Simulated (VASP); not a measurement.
**CdS (wurtzite type): single point with PBE**

Crystal: CdS (wurtzite type).

```xyz
4
Lattice="4.1960 0.0000 0.0000 -2.0980 3.6338 0.0000 0.0000 0.0000 6.8307" Properties=species:S:1:pos:R:3 pbc="T T T"
Cd    0.0000    2.4225   -0.0014
Cd    2.0980    1.2113    3.4140
S     0.0000    2.4225    2.5698
S     2.0980    1.2113    5.9851
```

* Program: VASP 6.6.1
* Task: single point
* Functional: PBE
* Potentials or basis: VASP PAW PBE potentials, release 64 (Cd, S)
* Cutoff: 520 eV
* k mesh: 11 × 11 × 6
* Occupations: fermi-dirac, width 0.05 eV
* Spin: no spin polarisation

```json
{"Pressure": "0.3 GPa", "Band gap on the k mesh": "1.11 eV, direct"}
```

Levels at points of the mesh, in eV from the valence-band top:
```
           k point  band 15  band 16  band 17  band 18  band 19  band 20  band 21  band 22
(0.00, 0.00, 0.00)    -0.69    -0.04     0.00     0.00     1.11     2.74     6.48     6.48
(0.00, 0.00, 0.50)    -0.36    -0.36    -0.36    -0.36     2.76     2.76     6.14     6.14
```

Run time: 2 min on 1 thread of Intel(R) Xeon(R) Platinum 8488C (Sapphire Rapids), with other jobs on the host, peak memory 0.31 GiB.
